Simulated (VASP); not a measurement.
# LiSi16 (a cell with a defect) in VASP: single point with PBE

Aim: the single point of LiSi16 (a cell with a defect) with PBE.

Everything below comes from runs of VASP 6.6.1. Logs are shortened: lines on timing, memory, paths and dates and some standing lists are left out, and cuts for length are marked.

### Step 1. The cell of the first run

The cell holds a defect, 17 atoms: a = 7.679 Å, b = 7.679 Å, c = 7.679 Å, α = 60.00°, β = 60.00°, γ = 60.00°.

### Step 2. Single point, PBE, collinear spin, zero start

File INCAR:

```
SYSTEM = LiSi16
PREC = Accurate
ENCUT = 520
EDIFF = 1E-6
ISMEAR = 0
SIGMA = 0.05
LREAL = Auto
LASPH = .TRUE.
NELM = 150
ALGO = Normal
ISIF = 2
LWAVE = .FALSE.
LCHARG = .TRUE.
ISPIN = 2
MAGMOM = 0 0 0 0 0 0 0 0 0 0 0 0 0 0 0 0 0
LORBIT = 11
GGA = PE
LELF = .TRUE.
LVHAR = .TRUE.
NBANDS = 52
```

File KPOINTS:

```
regular mesh
0
G
  2 2 2
  0 0 0
```

File POSCAR:

```
LiSi16
1.0
    0.0000000000      5.4300000000      5.4300000000
    5.4300000000      0.0000000000      5.4300000000
    5.4300000000      5.4300000000      0.0000000000
Si Li
16 1
Direct
   -0.0007076427     -0.0016763352      0.0020864641
    0.1127936464      0.1199291897      0.1407651013
    0.0006298343      0.0088716390      0.5086664825
    0.1310009208      0.1293132597      0.6291060773
   -0.0215763352      0.5080568140      0.0078522099
    0.1202957643      0.6242456722      0.1240390424
   -0.0007084715      0.5022935543      0.4981171271
    0.1127927256      0.6409704420      0.6197245856
    0.5000453039     -0.0130918969      0.0072027624
    0.6253367403      0.1194391344      0.1234129834
    0.5040744936     -0.0023236648      0.4974676796
    0.6325137201      0.1204982505      0.6202918048
    0.4932626151      0.4925786372     -0.0076298343
    0.6112875691      0.6191846225      0.1189787293
    0.5000443831      0.5074090239      0.4867022099
    0.6253361878      0.6236216390      0.6192306630
    0.3068323204      0.3165651013      0.8163597606
```

Potentials or basis: VASP PAW PBE potentials, release 64 (Si, Li_sv).

On the command line:

```console
> cat potpaw_PBE.64/Si/POTCAR potpaw_PBE.64/Li_sv/POTCAR > POTCAR
> mpirun -np 1 vasp_std > vasp.out
```

OUTCAR:

```text
SYSTEM = LiSi16
   PREC = Accurate
   ENCUT = 520
   EDIFF = 1E-6
   ISMEAR = 0
   LREAL = Auto
   LASPH = .TRUE.
   NELM = 150
   ISIF = 2
   ISPIN = 2
   LORBIT = 11
   GGA = PE

 ion  position               nearest neighbor table
   1  0.999  0.998  0.002-   4 2.34  10 2.35   2 2.35   6 2.35
   2  0.113  0.120  0.141-   3 2.31  17 2.34   1 2.35   9 2.43   5 2.43
   3  0.001  0.009  0.509-   8 2.31   2 2.31  12 2.31   4 2.33
   4  0.131  0.129  0.629-   3 2.33   7 2.34   1 2.34  11 2.34
   5  0.978  0.508  0.008-  14 2.31  17 2.33   6 2.35   8 2.43   2 2.43
   6  0.120  0.624  0.124-  13 2.34   1 2.35   7 2.35   5 2.35
   7  0.999  0.502  0.498-   4 2.34  16 2.35   8 2.35   6 2.35
   8  0.113  0.641  0.620-   3 2.31  17 2.34   7 2.35  15 2.43   5 2.43
   9  0.500  0.987  0.007-  14 2.31  17 2.34  10 2.35  12 2.43   2 2.43
  10  0.625  0.119  0.123-  13 2.34   1 2.35  11 2.35   9 2.35
  11  0.504  0.998  0.497-   4 2.34  12 2.35  10 2.35  16 2.35
  12  0.633  0.120  0.620-   3 2.31  11 2.35  17 2.35  15 2.43   9 2.43
  13  0.493  0.493  0.992-  14 2.33   6 2.34  16 2.34  10 2.34
  14  0.611  0.619  0.119-   5 2.31  15 2.31   9 2.31  13 2.33
  15  0.500  0.507  0.487-  14 2.31  17 2.34  16 2.35  12 2.43   8 2.43
  16  0.625  0.624  0.619-  13 2.34   7 2.35  11 2.35  15 2.35
  17  0.307  0.317  0.816-   5 2.33   9 2.34  15 2.34   2 2.34   8 2.34  12 2.35

  LATTYP: Found a face centered cubic cell.
 ALAT       =    10.8600000000

  Lattice vectors:

 A1 = (   0.0000000000,   5.4300000000,   5.4300000000)
 A2 = (   5.4300000000,   0.0000000000,   5.4300000000)
 A3 = (   5.4300000000,   5.4300000000,   0.0000000000)

Analysis of symmetry for initial positions (statically):
=====================================================================
 Subroutine PRICEL returns:
 Original cell was already a primitive cell.

 Routine SETGRP: Setting up the symmetry group for a
 face centered cubic supercell.

 Subroutine GETGRP returns: Found  2 space group operations
 (whereof  1 operations were pure point group operations)
 out of a pool of 48 trial point group operations.

The static configuration has the point symmetry C_1 .
 The point group associated with its full space group is C_1h.

Analysis of symmetry for dynamics (positions and initial velocities):
=====================================================================
 Subroutine PRICEL returns:
 Original cell was already a primitive cell.

 Routine SETGRP: Setting up the symmetry group for a
 face centered cubic supercell.

 Subroutine GETGRP returns: Found  2 space group operations
 (whereof  1 operations were pure point group operations)
 out of a pool of 48 trial point group operations.

The dynamic configuration has the point symmetry C_1 .
 The point group associated with its full space group is C_1h.

Analysis of structural, dynamic, and magnetic symmetry:
=====================================================================
 Subroutine PRICEL returns:
 Original cell was already a primitive cell.

 Routine SETGRP: Setting up the symmetry group for a
 face centered cubic supercell.

 Subroutine GETGRP returns: Found  2 space group operations
 (whereof  1 operations were pure point group operations)
 out of a pool of 48 trial point group operations.

The overall configuration has the point symmetry C_1 .
 The point group associated with its full space group is C_1h.

 Subroutine INISYM returns: Found  2 space group operations
 (whereof  1 operations are pure point group operations),
 and found     1 'primitive' translations

----------------------------------------------------------------------------------------

                                     Primitive cell

  volume of cell :     320.2060

  direct lattice vectors                    reciprocal lattice vectors
     0.000000000  5.430000000  5.430000000    -0.092081031  0.092081031  0.092081031
     5.430000000  0.000000000  5.430000000     0.092081031 -0.092081031  0.092081031
     5.430000000  5.430000000  0.000000000     0.092081031  0.092081031 -0.092081031

  length of vectors
     7.679179644  7.679179644  7.679179644     0.159489025  0.159489025  0.159489025

  position of ions in fractional coordinates (direct lattice)
     0.999292357  0.998323665  0.002086464
     0.112793646  0.119929190  0.140765101
     0.000629834  0.008871639  0.508666482
     0.131000921  0.129313260  0.629106077
     0.978423665  0.508056814  0.007852210
     0.120295764  0.624245672  0.124039042
[... 9 lines left out ...]
     0.625336188  0.623621639  0.619230663
     0.306832320  0.316565101  0.816359761

  ion indices of the primitive-cell ions
   primitive index   ion index
                 1           1
                 2           2
                 3           3
                 4           4
                 5           5
                 6           6
[... 9 lines left out ...]
                16          16
                17          17

----------------------------------------------------------------------------------------

 KPOINTS: regular mesh

Automatic generation of k-mesh.
 Grid dimensions read from file:
 generate k-points for:    2    2    2

 Generating k-lattice:

  Cartesian coordinates                     Fractional coordinates (reciprocal lattice)
    -0.046040516  0.046040516  0.046040516     0.500000000  0.000000000  0.000000000
     0.046040516 -0.046040516  0.046040516     0.000000000  0.500000000  0.000000000
     0.046040516  0.046040516 -0.046040516     0.000000000  0.000000000  0.500000000

  Length of vectors
     0.079744512  0.079744512  0.079744512

  Shift w.r.t. Gamma in fractional coordinates (k-lattice)
     0.000000000  0.000000000  0.000000000

 Subroutine IBZKPT returns following result:
 ===========================================

 Found      6 irreducible k-points:

 Following reciprocal coordinates:
            Coordinates               Weight
  0.000000  0.000000  0.000000      1.000000
  0.500000  0.000000  0.000000      1.000000
  0.000000  0.500000  0.000000      2.000000
  0.500000  0.500000  0.500000      1.000000
  0.500000  0.500000  0.000000      2.000000
  0.000000  0.500000  0.500000      1.000000
   k-points           NKPTS =      6   k-points in BZ     NKDIM =      6   number of bands    NBANDS=     52
   number of dos      NEDOS =    301   number of ions     NIONS =     17
   total plane-waves  NPLWV = 216000
   dimension x,y,z NGX =    60 NGY =   60 NGZ =   60
   dimension x,y,z NGXF=   120 NGYF=  120 NGZF=  120
   ions per type =              16   1
   NGX,Y,Z   is equivalent  to a cutoff of  12.99, 12.99, 12.99 a.u.
   NGXF,Y,Z  is equivalent  to a cutoff of  25.98, 25.98, 25.98 a.u.
 SYSTEM =  LiSi16
   PREC   = accura    normal or accurate (medium, high low for compatibility)
   ISTART =      0    job   : 0-new  1-cont  2-samecut
   ICHARG =      2    charge: 1-file 2-atom 10-const
   ISPIN  =      2    spin polarized calculation?
   LNONCOLLINEAR =      F non collinear calculations
   LSORBIT =      F    spin-orbit coupling
   LASPH  =      T    aspherical Exc in radial PAW
   ENCUT  =  520.0 eV  38.22 Ry    6.18 a.u.  14.28 14.28 14.28*2*pi/ulx,y,z
   NELM   =    150;   NELMIN=  2; NELMDL= -5     # of ELM steps
   EDIFF  = 0.1E-05   stopping-criterion for ELM
   LREAL  =      T    real-space projection
   EDIFFG = 0.1E-04   stopping-criterion for IOM
   NSW    =      0    number of steps for IOM
   IBRION =     -1    ionic relax: 0-MD 1-quasi-New 2-CG
   NFREE  =      0    steps in history (QN), initial steepest desc. (CG)
   ISIF   =      2    stress and relaxation
   ISYM   =      2    0-nonsym 1-usesym 2-fastsym
   POTIM  = 0.5000    time-step for ionic-motion
   TEBEG  =    0.0;   TEEND  =   0.0 temperature during run
   PSTRESS=    0.0 pullay stress
   NELECT =      67.0000    total number of electrons
   NUPDOWN=      -1.0000    fix difference up-down
   EMIN   =  10.00;   EMAX   =-10.00  energy-range for DOS
   EFERMI =   0.00;   METHOD = LEGACY
   ISMEAR =     0;   SIGMA  =   0.05  broadening in eV -4-tet -1-fermi 0-gaus
   EFERMI_NEDOS =   21; number of points for ismear=-14 and -15
   IALGO  =     38    algorithm
   IMIX   =      4    mixing-type and parameters
     AMIX     =   0.40;   BMIX     =  1.00
     AMIX_MAG =   1.60;   BMIX_MAG =  1.00
  volume/ion in A,a.u.               =      18.84       127.11
  Fermi-wavevector in a.u.,A,eV,Ry     =   0.971904  1.836632 12.852022  0.944597
  Thomas-Fermi vector in A             =   2.102159
   LORBIT       =     11    0 simple, 1 ext, 2 COOP (PROOUT), +10 PAW based schemes
   GGA     = PE    functional components
   LHFCALC =     F    Hartree Fock is set to
   AEXX    =    0.0000 exact exchange contribution
   IVDW    =     0    specifies the selected vdW correction
   LEPSILON=     F    determine dielectric tensor
   LRPA    =     F    only Hartree local field effects (RPA)
 spin polarized calculation
 Gauss-broadening in eV      SIGMA  =   0.05
  energy-cutoff  :      520.00
  volume of cell :      320.21
 maximum number of plane-waves:      8646
 NGX is ok and might be reduce to    60
   NGX = 29   NGY = 29   NGZ = 29

 number of electron      66.9999998 magnetization      -0.0000307

 number of electron      66.9999998 magnetization       0.0000270

 Free energy of the ion-electron system (eV)
  ---------------------------------------------------
  ext. energy  EPLUGINS =         0.00000000
  ---------------------------------------------------
  free energy    TOTEN  =       -86.34912055 eV

  energy without entropy =      -86.34149043  energy(sigma->0) =      -86.34530549

 E-fermi :   6.6755     XC(G=0):  -9.5257

 val. band max:        6.6717865620   @ k =   0.0000   0.0000   0.0000
 cond. band min:       6.6767842800   @ k =   0.0000   0.0000   0.0000
 fundamental gap:      0.0049977180
 Fermi energy:         6.6754574654

 spin component 1

 k-point     1 :       0.0000    0.0000    0.0000
  band No.  band energies     occupation
      1     -40.2267      1.00000
      2      -5.9672      1.00000
      3      -3.7412      1.00000
      4      -3.6517      1.00000
      5      -3.6478      1.00000
      6      -3.6171      1.00000
[... 277 lines left out ...]
     44      10.2332      0.00000
     45      10.2678      0.00000
 Fermi energy:         6.6754574654

 spin component 2

 k-point     1 :       0.0000    0.0000    0.0000
  band No.  band energies     occupation
      1     -40.2268      1.00000
      2      -5.9672      1.00000
      3      -3.7412      1.00000
      4      -3.6517      1.00000
      5      -3.6478      1.00000
      6      -3.6171      1.00000
[... 277 lines left out ...]
     44      10.2332      0.00000
     45      10.2678      0.00000
 [bands above 45 left out]

------------------------ aborting loop because EDIFF is reached ----------------------------------------

  FORCE on cell =-STRESS in cart. coord.  units (eV):
  Direction    XX          YY          ZZ          XY          YZ          ZX
  --------------------------------------------------------------------------------------
  -------------------------------------------------------------------------------------
  Total        8.3900292      8.4606957      8.4606957     -0.9760637     -0.8923155     -0.9760637
  in kB       41.9802064     42.3337922     42.3337922     -4.8838156     -4.4647746     -4.8838156
  external PRESSURE =      42.2159303 kB  Pullay stress =       0.0000000 kB

 VOLUME and BASIS-vectors are now :
 -----------------------------------------------------------------------------
  energy-cutoff  :      520.00
  volume of cell :      320.21
      direct lattice vectors                 reciprocal lattice vectors
     0.000000000  5.430000000  5.430000000    -0.092081031  0.092081031  0.092081031
     5.430000000  0.000000000  5.430000000     0.092081031 -0.092081031  0.092081031
     5.430000000  5.430000000  0.000000000     0.092081031  0.092081031 -0.092081031

 POSITION                                       TOTAL-FORCE (eV/Angst)
 -----------------------------------------------------------------------------------
      5.43223      5.43749     10.84706         0.023879      0.006550     -0.009728
      1.41557      1.37682      1.26369         0.012031      0.001939      0.003305
      2.81023      2.76548      0.05159         0.006558      0.019645      0.019645
      4.11822      4.12738      1.41351         0.036598      0.016931      0.016931
      2.80139      5.35548      8.07159        -0.029859      0.009023      0.009023
      4.06319      1.32674      4.04286         0.009434     -0.035565     -0.035565
[... 9 lines left out ...]
      6.74869      6.75800      6.78184         0.008671     -0.021241     -0.010133
      6.15178      6.09893      3.38505         0.008508      0.054984      0.054984
 -----------------------------------------------------------------------------------
    total drift:                                0.000876      0.007176      0.002002

  FREE ENERGIE OF THE ION-ELECTRON SYSTEM (eV)
  ---------------------------------------------------
  free  energy   TOTEN  =       -86.3491205535 eV

  energy  without entropy=      -86.3414904252  energy(sigma->0) =      -86.34530549

 total charge

# of ion       s       p       d       tot
------------------------------------------
    1        0.740   0.955   0.000   1.696
    2        0.746   0.952   0.000   1.698
    3        0.740   0.968   0.000   1.708
    4        0.737   0.963   0.000   1.700
    5        0.747   0.952   0.000   1.699
    6        0.740   0.954   0.000   1.695
[... 9 lines left out ...]
   16        0.740   0.955   0.000   1.695
   17        2.045   0.116   0.000   2.161
--------------------------------------------------
tot         13.916  15.429   0.000  29.345

 magnetization (x)

# of ion       s       p       d       tot
------------------------------------------
    1        0.000   0.000   0.000   0.000
    2       -0.000  -0.000   0.000  -0.000
    3        0.000   0.000   0.000   0.000
    4        0.000   0.000   0.000   0.000
    5        0.000   0.000   0.000   0.000
    6        0.000   0.000   0.000   0.000
[... 9 lines left out ...]
   16        0.000   0.000   0.000   0.000
   17        0.000   0.000   0.000   0.000
--------------------------------------------------
tot          0.000   0.000   0.000   0.000
```

Wall time 2.7 min (1 thread of Intel Xeon 6975P-C (Granite Rapids), shared host); peak memory 0.68 GiB.

What came out:

```
Free energy                                           : -86.3491 eV
Largest force                                         : 0.078 eV/Å
Net moment                                            : 0.00 μB per cell
Valence electrons inside the program's atomic spheres : Si 1.70, 1.71 (each value once); Li 2.16
```

Forces on the atoms (eV/Å):
```
Si   0.024  0.007 -0.010
Si   0.012  0.002  0.003
Si   0.007  0.020  0.020
Si   0.037  0.017  0.017
Si  -0.030  0.009  0.009
Si   0.009 -0.036 -0.036
Si   0.024 -0.010  0.007
Si   0.012  0.003  0.002
Si  -0.037  0.025 -0.026
Si   0.009 -0.010 -0.021
Si   0.023 -0.005 -0.005
Si  -0.033  0.028  0.028
Si  -0.020 -0.027 -0.027
Si  -0.015 -0.031 -0.031
Si  -0.037 -0.026  0.025
Si   0.009 -0.021 -0.010
Li   0.009  0.055  0.055
```

Levels at points of the mesh, in eV from the Fermi level:
Spin up:
| k point | band 29 | band 30 | band 31 | band 32 | band 33 | band 34 | band 35 | band 36 | band 37 | band 38 |
| --- | --- | --- | --- | --- | --- | --- | --- | --- | --- | --- |
| (0.00, 0.00, 0.00) | -1.87 | -1.72 | -0.71 | -0.67 | -0.67 | -0.44 | -0.08 | -0.08 | 0.00 | 0.00 |
| (0.50, 0.00, 0.00) | -2.80 | -1.51 | -1.49 | -1.46 | -1.42 | 0.35 | 0.58 | 0.75 | 0.76 | 0.87 |
| (0.00, 0.50, 0.00) | -2.80 | -1.51 | -1.49 | -1.46 | -1.42 | 0.36 | 0.58 | 0.74 | 0.76 | 0.86 |
| (0.50, 0.50, 0.50) | -2.74 | -1.48 | -1.47 | -1.41 | -1.41 | 0.59 | 0.59 | 0.65 | 0.94 | 0.95 |
| (0.50, 0.50, 0.00) | -2.49 | -2.09 | -2.09 | -2.01 | -1.95 | 0.25 | 0.41 | 1.51 | 1.58 | 1.74 |
| (0.00, 0.50, 0.50) | -2.49 | -2.09 | -2.09 | -2.01 | -1.95 | 0.25 | 0.41 | 1.51 | 1.58 | 1.74 |
Spin down:
```
           k point  band 30  band 31  band 32  band 33  band 34  band 35  band 36  band 37
(0.00, 0.00, 0.00)    -1.72    -0.71    -0.67    -0.67    -0.44    -0.08    -0.08     0.00
(0.50, 0.00, 0.00)    -1.51    -1.49    -1.46    -1.42     0.35     0.58     0.75     0.76
(0.00, 0.50, 0.00)    -1.51    -1.49    -1.46    -1.42     0.36     0.58     0.74     0.76
(0.50, 0.50, 0.50)    -1.48    -1.47    -1.41    -1.41     0.59     0.59     0.65     0.94
(0.50, 0.50, 0.00)    -2.09    -2.09    -2.01    -1.95     0.25     0.41     1.51     1.58
(0.00, 0.50, 0.50)    -2.09    -2.09    -2.01    -1.95     0.25     0.41     1.51     1.58
```

Caveat: the k points lie up to 0.50 Å⁻¹ apart; the cutoff is under 1.25 times the usual one of these potentials, so pressure, stress and relaxed cells hold a basis-set (Pulay) error.
